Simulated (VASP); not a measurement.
# MgO (P-6m2) in VASP: settings compared

Aim: see how the results for MgO move with the level of theory and the settings. Levels: LDA, PBE0. Tasks: single point.

Program: VASP 6.6.1. These are calculated values, not measurements. Logs are shortened: lines on timing, memory, paths and dates and some standing lists are left out, and cuts for length are marked.

## (1) The cell of the first run

The structure is hexagonal, space group P-6m2 (No. 187). Conventional cell: a = 2.727 Å, b = 2.727 Å, c = 2.488 Å, α = 90.00°, β = 90.00°, γ = 120.00°. Mg (site symmetry -6m2) has 6 O at 2.01 Å and 2 Mg at 2.49 Å within 2.7 Å. O (site symmetry -6m2) has 6 Mg at 2.01 Å and 2 O at 2.49 Å within 2.7 Å.

## (2) Single point, LDA (volume scaled by 0.8)

Input file INCAR:

```
SYSTEM = MgO
PREC = Accurate
ENCUT = 520
EDIFF = 1E-6
ISMEAR = 0
SIGMA = 0.01
LREAL = .False.
LASPH = .True.
NELM = 100
ALGO = Normal
ISIF = 2
LWAVE = .False.
LCHARG = .False.
NBANDS = 11
```

Input file KPOINTS:

```
regular mesh
0
Gamma
  10 10 10
  0 0 0
```

Input file POSCAR:

```
MgO
1.0
    2.7274170036      0.0000000000      0.0000000000
   -1.3637085018      2.3620124119      0.0000000000
    0.0000000000      0.0000000000      2.4875945531
Mg O
1 1
Direct
    0.0000000000      0.0000000000      0.0000000000
    0.3333333333      0.6666666667      0.5000000000
```

Potentials or basis: VASP PAW LDA potentials, release 64 (Mg, O).

On the command line:

```bash
> cat potpaw_LDA.64/Mg/POTCAR potpaw_LDA.64/O/POTCAR > POTCAR
> mpirun -np 1 vasp_std > vasp.out
```

OUTCAR:

```text
SYSTEM = MgO
   PREC = Accurate
   ENCUT = 520
   EDIFF = 1E-6
   ISMEAR = 0
   LREAL = .False.
   LASPH = .True.
   NELM = 100
   ISIF = 2

 ion  position               nearest neighbor table
   1  0.000  0.000  0.000-   2 2.01   2 2.01   2 2.01   2 2.01   2 2.01   2 2.01
   2  0.333  0.667  0.500-   1 2.01   1 2.01   1 2.01   1 2.01   1 2.01   1 2.01

  LATTYP: Found a hexagonal cell.
 ALAT       =     2.7274170036
 C/A-ratio  =     0.9120697531

  Lattice vectors:

 A1 = (   2.7274170036,   0.0000000000,   0.0000000000)
 A2 = (  -1.3637085018,   2.3620124119,   0.0000000000)
 A3 = (   0.0000000000,   0.0000000000,   2.4875945531)

Analysis of symmetry for initial positions (statically):
=====================================================================
 Subroutine PRICEL returns:
 Original cell was already a primitive cell.

 Routine SETGRP: Setting up the symmetry group for a
 hexagonal supercell.

 Subroutine GETGRP returns: Found 12 space group operations
 (whereof 12 operations were pure point group operations)
 out of a pool of 24 trial point group operations.

The static configuration has the point symmetry D_3h.

Analysis of symmetry for dynamics (positions and initial velocities):
=====================================================================
 Subroutine PRICEL returns:
 Original cell was already a primitive cell.

 Routine SETGRP: Setting up the symmetry group for a
 hexagonal supercell.

 Subroutine GETGRP returns: Found 12 space group operations
 (whereof 12 operations were pure point group operations)
 out of a pool of 24 trial point group operations.

The dynamic configuration has the point symmetry D_3h.

 Subroutine INISYM returns: Found 12 space group operations
 (whereof 12 operations are pure point group operations),
 and found     1 'primitive' translations

----------------------------------------------------------------------------------------

                                     Primitive cell

  volume of cell :      16.0256

  direct lattice vectors                    reciprocal lattice vectors
     2.727417004  0.000000000  0.000000000     0.366647271  0.211683900  0.000000000
    -1.363708502  2.362012412  0.000000000     0.000000000  0.423367801  0.000000000
     0.000000000  0.000000000  2.487594553     0.000000000  0.000000000  0.401994770

  length of vectors
     2.727417004  2.727417004  2.487594553     0.423367801  0.423367801  0.401994770

  position of ions in fractional coordinates (direct lattice)
     0.000000000  0.000000000  0.000000000
     0.333333333  0.666666667  0.500000000

  ion indices of the primitive-cell ions
   primitive index   ion index
                 1           1
                 2           2

[... 77 lines left out ...]
   ISIF   =      2    stress and relaxation
   ISYM   =      2    0-nonsym 1-usesym 2-fastsym
   POTIM  = 0.5000    time-step for ionic-motion
   TEBEG  =    0.0;   TEEND  =   0.0 temperature during run
   PSTRESS=    0.0 pullay stress
   NELECT =       8.0000    total number of electrons
   NUPDOWN=      -1.0000    fix difference up-down
   EMIN   =  10.00;   EMAX   =-10.00  energy-range for DOS
   EFERMI =   0.00;   METHOD = LEGACY
   ISMEAR =     0;   SIGMA  =   0.01  broadening in eV -4-tet -1-fermi 0-gaus
   EFERMI_NEDOS =   21; number of points for ismear=-14 and -15
   IALGO  =     38    algorithm
   IMIX   =      4    mixing-type and parameters
     AMIX     =   0.40;   BMIX     =  1.00
     AMIX_MAG =   1.60;   BMIX_MAG =  1.00
  volume/ion in A,a.u.               =       8.01        54.07
  Fermi-wavevector in a.u.,A,eV,Ry     =   1.298675  2.454139 22.946988  1.686556
  Thomas-Fermi vector in A             =   2.429988
   LORBIT       =      0    0 simple, 1 ext, 2 COOP (PROOUT), +10 PAW based schemes
   GGA     = CA    functional components
   LHFCALC =     F    Hartree Fock is set to
   AEXX    =    0.0000 exact exchange contribution
   IVDW    =     0    specifies the selected vdW correction
   LEPSILON=     F    determine dielectric tensor
   LRPA    =     F    only Hartree local field effects (RPA)
 non-spin polarized calculation
 Gauss-broadening in eV      SIGMA  =   0.01
  energy-cutoff  :      520.00
  volume of cell :       16.03
 maximum number of plane-waves:       454
   NGX = 11   NGY = 11   NGZ =  9

 number of electron       7.9999997 magnetization

 Free energy of the ion-electron system (eV)
  ---------------------------------------------------
  ext. energy  EPLUGINS =         0.00000000
  ---------------------------------------------------
  free energy    TOTEN  =       -12.50185118 eV

  energy without entropy =      -12.50185118  energy(sigma->0) =      -12.50185118

 E-fermi :   4.9943     XC(G=0): -12.3164

 val. band max:        4.8910411655   @ k =   0.3000   0.3000   0.0000
 cond. band min:       9.7252241342   @ k =   0.0000   0.0000   0.0000
 fundamental gap:      4.8341829687
 Fermi energy:         4.9942539665

 k-point     1 :       0.0000    0.0000    0.0000
  band No.  band energies     occupation
      1     -13.6120      2.00000
      2       4.1079      2.00000
      3       4.1079      2.00000
      4       4.4550      2.00000
      5       9.7252      0.00000
      6      17.1809      0.00000
      7      22.0901      0.00000
      8      22.0901      0.00000
      9      27.1928      0.00000
     10      29.2141      0.00000
     11      30.6276      0.00000
[... 309 lines left out ...]
 k-point    24 :       0.4000    0.1000    0.1000
  band No.  band energies     occupation
      1     -11.8828      2.00000
      2      -0.8298      2.00000
      3       2.8412      2.00000
      4       4.2985      2.00000
      5      12.8984      0.00000
      6      17.8182      0.00000
      7      20.1347      0.00000
      8      24.3515      0.00000
      9      25.2982      0.00000
     10      30.1131      0.00000
     11      31.7744      0.00000

 [... further k-points ...]
[... 5 lines left out ...]
  --------------------------------------------------------------------------------------
  -------------------------------------------------------------------------------------
  Total        2.9331445      2.9331445      3.8868934      0.0000000      0.0000000      0.0000000
  in kB      293.2450731    293.2450731    388.5974022      0.0000000      0.0000000      0.0000000
  external PRESSURE =     325.0291828 kB  Pullay stress =       0.0000000 kB

 VOLUME and BASIS-vectors are now :
 -----------------------------------------------------------------------------
  energy-cutoff  :      520.00
  volume of cell :       16.03
      direct lattice vectors                 reciprocal lattice vectors
     2.727417004  0.000000000  0.000000000     0.366647271  0.211683900  0.000000000
    -1.363708502  2.362012412  0.000000000     0.000000000  0.423367801  0.000000000
     0.000000000  0.000000000  2.487594553     0.000000000  0.000000000  0.401994770

 POSITION                                       TOTAL-FORCE (eV/Angst)
 -----------------------------------------------------------------------------------
      0.00000      0.00000      0.00000        -0.000000      0.000000      0.000000
     -0.00000      1.57467      1.24380         0.000000      0.000000      0.000000
 -----------------------------------------------------------------------------------
    total drift:                                0.000001     -0.000000     -0.000000

  FREE ENERGIE OF THE ION-ELECTRON SYSTEM (eV)
  ---------------------------------------------------
  free  energy   TOTEN  =       -12.5018511761 eV

  energy  without entropy=      -12.5018511761  energy(sigma->0) =      -12.50185118
```

OSZICAR:

```text
N       E                     dE             d eps       ncg     rms          rms(c)
DAV:   1     0.119257085186E+02    0.11926E+02   -0.48238E+03  2192   0.657E+02
DAV:   2    -0.139418086755E+02   -0.25868E+02   -0.25421E+02  2122   0.142E+02
DAV:   3    -0.144008104652E+02   -0.45900E+00   -0.45876E+00  2193   0.157E+01
DAV:   4    -0.144017243353E+02   -0.91387E-03   -0.91386E-03  2009   0.796E-01
DAV:   5    -0.144017268887E+02   -0.25534E-05   -0.25534E-05  2216   0.385E-02    0.759E+00
DAV:   6    -0.125895720374E+02    0.18122E+01   -0.85076E+00  1860   0.169E+01    0.210E+00
DAV:   7    -0.125344007339E+02    0.55171E-01   -0.67418E-02  2084   0.220E+00    0.132E+00
DAV:   8    -0.125021197976E+02    0.32281E-01   -0.27582E-02  1935   0.163E+00    0.183E-01
DAV:   9    -0.125019190588E+02    0.20074E-03   -0.33067E-04  2174   0.135E-01    0.112E-01
DAV:  10    -0.125018524508E+02    0.66608E-04   -0.17741E-04  1989   0.115E-01    0.887E-03
DAV:  11    -0.125018511816E+02    0.12692E-05   -0.54333E-06  2114   0.136E-02    0.275E-03
DAV:  12    -0.125018511761E+02    0.55182E-08   -0.13629E-07  1011   0.290E-03
   1 F= -.12501851E+02 E0= -.12501851E+02  d E =-.183949E-50
```

It took 4.5 s on 1 thread of Intel Xeon 6975P-C (Granite Rapids), shared host; peak memory 0.13 GiB.

Results:

```
Free energy            : -12.5019 eV
Pressure               : 32.5 GPa
Band gap on the k mesh : 4.83 eV, indirect (least direct gap 5.27 eV)
```

Caveat: the cell differs from its parent crystal (volume scaled by 0.8). A k mesh can miss the band edges.

## (3) Single point, PBE0

This run uses another cell than the first one, of 9.63 Å³/atom, 1.202 times its volume.

Input file POSCAR:

```
MgO
1.0
    2.9000635050      0.0000000000      0.0000000000
   -1.4500317525      2.5115286679      0.0000000000
    0.0000000000      0.0000000000      2.6453846741
Mg O
1 1
Direct
    0.0000000000      0.0000000000      0.0000000000
    0.3333333333      0.6666666667      0.5000000000
```

Input file INCAR.step1:

```
SYSTEM = MgO
ALGO = Normal ; EDIFF = 1E-5
ENCUT = 520 ; GGA = PE
ISIF = 2 ; ISMEAR = -1
LASPH = .True. ; LREAL = .False.
LWAVE = .True. ; NBANDS = 11
NELM = 100 ; PREC = Accurate
SIGMA = 0.05
```

Input file INCAR.step2:

```
SYSTEM = MgO
AEXX = 0.25 ; ALGO = Normal
EDIFF = 1E-6 ; ENCUT = 520
GGA = PE ; ISIF = 2
ISMEAR = -1 ; ISTART = 1
LASPH = .True. ; LCHARG = .True.
LELF = .True. ; LHFCALC = .True.
LREAL = .False. ; LVHAR = .True.
LWAVE = .False. ; NBANDS = 11
NELM = 100 ; PREC = Accurate
PRECFOCK = Normal ; SIGMA = 0.05
```

Input file KPOINTS:

```
k-points
0
Gamma
  5 5 5
  0 0 0
```

Potentials or basis: VASP PAW PBE potentials, release 64 (Mg, O).

On the command line:

```bash
> cat potpaw_PBE.64/Mg/POTCAR potpaw_PBE.64/O/POTCAR > POTCAR
> cp INCAR.step1 INCAR
> mpirun -np 1 vasp_std > vasp.out
> cp INCAR.step2 INCAR
> mpirun -np 1 vasp_std > vasp.out
```

OUTCAR:

```text
SYSTEM = MgO
   AEXX = 0.25
   EDIFF = 1E-6
   ENCUT = 520
   GGA = PE
   ISIF = 2
   ISMEAR = -1
   ISTART = 1
   LASPH = .True.
   LHFCALC = .True.
   LREAL = .False.
   NELM = 100
   PREC = Accurate
   PRECFOCK = Normal

 ion  position               nearest neighbor table
   1  0.000  0.000  0.000-   2 2.13   2 2.13   2 2.13   2 2.13   2 2.13   2 2.13
   2  0.333  0.667  0.500-   1 2.13   1 2.13   1 2.13   1 2.13   1 2.13   1 2.13

  LATTYP: Found a hexagonal cell.
 ALAT       =     2.9000635050
 C/A-ratio  =     0.9121816366

  Lattice vectors:

 A1 = (   2.9000635050,   0.0000000000,   0.0000000000)
 A2 = (  -1.4500317525,   2.5115286679,   0.0000000000)
 A3 = (   0.0000000000,   0.0000000000,   2.6453846741)

Analysis of symmetry for initial positions (statically):
=====================================================================
 Subroutine PRICEL returns:
 Original cell was already a primitive cell.

 Routine SETGRP: Setting up the symmetry group for a
 hexagonal supercell.

 Subroutine GETGRP returns: Found 12 space group operations
 (whereof 12 operations were pure point group operations)
 out of a pool of 24 trial point group operations.
[... 171 lines left out ...]
      2       1.3465      2.00000
      3       1.3465      2.00000
      4       1.5630      2.00000
      5       7.6590      0.00000
      6      16.6325      0.00000
      7      20.6447      0.00000
      8      20.6447      0.00000
      9      25.0605      0.00000
     10      26.6279      0.00000
     11      28.2868      0.00000
[... 183 lines left out ...]
 k-point    15 :       0.4000    0.2000    0.4000
  band No.  band energies     occupation
      1     -15.2240      2.00000
      2      -1.6988      2.00000
      3      -1.5638      2.00000
      4       0.0205      2.00000
      5      11.0113      0.00000
      6      16.3842      0.00000
      7      18.3272      0.00000
      8      20.1273      0.00000
      9      21.8913      0.00000
     10      27.1446      0.00000
     11      29.4416      0.00000

------------------------ aborting loop because EDIFF is reached ----------------------------------------

  FORCE on cell =-STRESS in cart. coord.  units (eV):
  Direction    XX          YY          ZZ          XY          YZ          ZX
  --------------------------------------------------------------------------------------
  -------------------------------------------------------------------------------------
  Total       -0.0497069     -0.0497069     -0.0540123      0.0000000      0.0000000      0.0000000
  in kB       -4.1332622     -4.1332622     -4.4912628      0.0000000      0.0000000      0.0000000
  external PRESSURE =      -4.2525957 kB  Pullay stress =       0.0000000 kB

 VOLUME and BASIS-vectors are now :
 -----------------------------------------------------------------------------
  energy-cutoff  :      520.00
  volume of cell :       19.27
      direct lattice vectors                 reciprocal lattice vectors
     2.900063505  0.000000000  0.000000000     0.344820035  0.199081940  0.000000000
    -1.450031752  2.511528668  0.000000000     0.000000000  0.398163880  0.000000000
     0.000000000  0.000000000  2.645384674     0.000000000  0.000000000  0.378016857

 POSITION                                       TOTAL-FORCE (eV/Angst)
 -----------------------------------------------------------------------------------
      0.00000      0.00000      0.00000         0.000000      0.000000      0.000000
     -0.00000      1.67435      1.32269        -0.000000      0.000000      0.000000
 -----------------------------------------------------------------------------------
    total drift:                               -0.000001      0.000000     -0.000001

  FREE ENERGIE OF THE ION-ELECTRON SYSTEM (eV)
  ---------------------------------------------------
  free  energy   TOTEN  =       -14.0613313806 eV

  energy  without entropy=      -14.0613313805  energy(sigma->0) =      -14.06133138
```

OUTCAR.step1:

```text
SYSTEM = MgO
   EDIFF = 1E-5
   ENCUT = 520
   GGA = PE
   ISIF = 2
   ISMEAR = -1
   LASPH = .True.
[... 420 lines left out ...]
      0.00000      0.00000      0.00000         0.000000     -0.000000      0.000000
     -0.00000      1.67435      1.32269        -0.000000      0.000000      0.000000
 -----------------------------------------------------------------------------------
    total drift:                                0.000000     -0.000000     -0.000000

  FREE ENERGIE OF THE ION-ELECTRON SYSTEM (eV)
  ---------------------------------------------------
  free  energy   TOTEN  =       -11.2145803951 eV

  energy  without entropy=      -11.2145803950  energy(sigma->0) =      -11.21458040
```

OSZICAR.step1:

```text
N       E                     dE             d eps       ncg     rms          rms(c)
DAV:   1     0.117652449672E+02    0.11765E+02   -0.45742E+03   394   0.639E+02
DAV:   2    -0.125328643370E+02   -0.24298E+02   -0.23698E+02   369   0.133E+02
DAV:   3    -0.129789546857E+02   -0.44609E+00   -0.44590E+00   397   0.153E+01
DAV:   4    -0.129801259473E+02   -0.11713E-02   -0.11712E-02   386   0.887E-01
DAV:   5    -0.129801300613E+02   -0.41140E-05   -0.41140E-05   386   0.516E-02    0.741E+00
DAV:   6    -0.112612404469E+02    0.17189E+01   -0.94572E+00   333   0.168E+01    0.233E+00
DAV:   7    -0.112312609888E+02    0.29979E-01   -0.64562E-02   351   0.227E+00    0.138E+00
DAV:   8    -0.112149146398E+02    0.16346E-01   -0.33791E-02   342   0.200E+00    0.251E-01
DAV:   9    -0.112146322238E+02    0.28242E-03   -0.28819E-04   404   0.122E-01    0.179E-01
DAV:  10    -0.112145799454E+02    0.52278E-04   -0.67856E-04   336   0.198E-01    0.107E-02
DAV:  11    -0.112145803951E+02   -0.44968E-06   -0.10390E-05   259   0.231E-02
   1 F= -.11214580E+02 E0= -.11214580E+02  d E =-.755496E-10
```

It took 2.7 min on 1 thread of AMD EPYC 7R13 (Zen 3), shared host; peak memory 0.11 GiB.

Results:

```yaml
Free_energy: -14.0613 eV
Pressure: -0.4 GPa
Band_gap_on_the_k_mesh: 5.68 eV, indirect (least direct gap 6.10 eV)
```

Levels at points of the mesh, in eV from the valence-band top:
| k point | band 1 | band 2 | band 3 | band 4 | band 5 | band 6 | band 7 | band 8 |
| --- | --- | --- | --- | --- | --- | --- | --- | --- |
| (0.00, 0.00, 0.00) | -19.21 | -0.64 | -0.64 | -0.42 | 5.68 | 14.65 | 18.66 | 18.66 |

Caveat: the k points lie up to 0.50 Å⁻¹ apart; the PAW data sets were made with another functional, which shifts forces and pressure a little. A k mesh can miss the band edges.
